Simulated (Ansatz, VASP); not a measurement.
**Two plane-wave programs on AlN**

INCAR

```
SYSTEM = AlN
PREC = Accurate
ENCUT = 600
EDIFF = 1E-6
ISMEAR = 0
SIGMA = 0.02
LREAL = .False.
LASPH = .True.
NELM = 120
ALGO = Normal
ISIF = 2
LWAVE = .False.
LCHARG = .False.
GGA = PE
NBANDS = 11
GGA_COMPAT = .False.
```

KPOINTS

```
regular mesh
0
Gamma
  10 10 10
  0 0 0
```

POSCAR

```
AlN
1.0
    0.0000000000      2.2016237539      2.2016237539
    2.2016237539      0.0000000000      2.2016237539
    2.2016237539      2.2016237539      0.0000000000
Al N
1 1
Direct
    0.0000000000      0.0000000000      0.0000000000
    0.7500000000      0.7500000000      0.7500000000
```

Input for Ansatz:

```yaml
crystal:
  lattice:
    - [0.0, 2.2016237539, 2.2016237539]
    - [2.2016237539, 0.0, 2.2016237539]
    - [2.2016237539, 2.2016237539, 0.0]
  atoms:
    - { symbol: Al, position: [0.0, 0.0, 0.0] }
    - { symbol: "N", position: [0.75, 0.75, 0.75] }
basis:
  ecutwfc: 420
kpoints:
  mp_grid: { grid: [10, 10, 10] }
  band_path:
    path:
      - [[0.0, 0.0, 0.0], [-0.5, -0.5, 0.0], [-0.375, -0.375, 0.25]]
      - [[-0.375, 0.0, 0.375], [0.0, 0.0, 0.0], [0.0, 0.0, 0.5], [-0.5, -0.25, 0.25], [-0.5, -0.5, 0.0]]
    npoints: 14
hamiltonian:
  xc: pbe
scf:
  occupations: { method: gaussian, width: 0.02 }
  n_extra_bands: 6
output:
  forces: true
  stress: true
  eigenvalues: true
  populations: true
  dos: { projected: true, de: 0.02, nscf_kmesh: { grid: [15, 15, 15] } }
  bader: true
  write_density: true
  write_potential: true
  elf: true
  volumetric_format: npy
```

Alike in both runs: task single point; functional PBE; k mesh 10 × 10 × 10; occupations gaussian, width 0.02 eV; no spin polarisation.

|  | VASP | Ansatz |
| --- | --- | --- |
| version | VASP 6.6.1 | Ansatz 0.2.0 |
| potentials or method | VASP PAW PBE potentials, release 64 (Al, N), cutoff 600 eV | scalar-relativistic, plane waves, PAW |
| valence electrons in the cell | 8 | 8 |

VASP gave:

| Item | Value |
| --- | --- |
| gap on the k mesh at the Fermi level (eV) | 3.31 |
| least direct gap on the mesh (eV) | 3.98 |
| pressure (GPa) | -0.4 |

Q: Which values does Ansatz return?

A: gap on the k mesh at the Fermi level (eV): 3.31; least direct gap on the mesh (eV): 3.98; pressure (GPa): 0.0.

With one functional, cell and mesh, what is left measures potentials, basis and numerics.
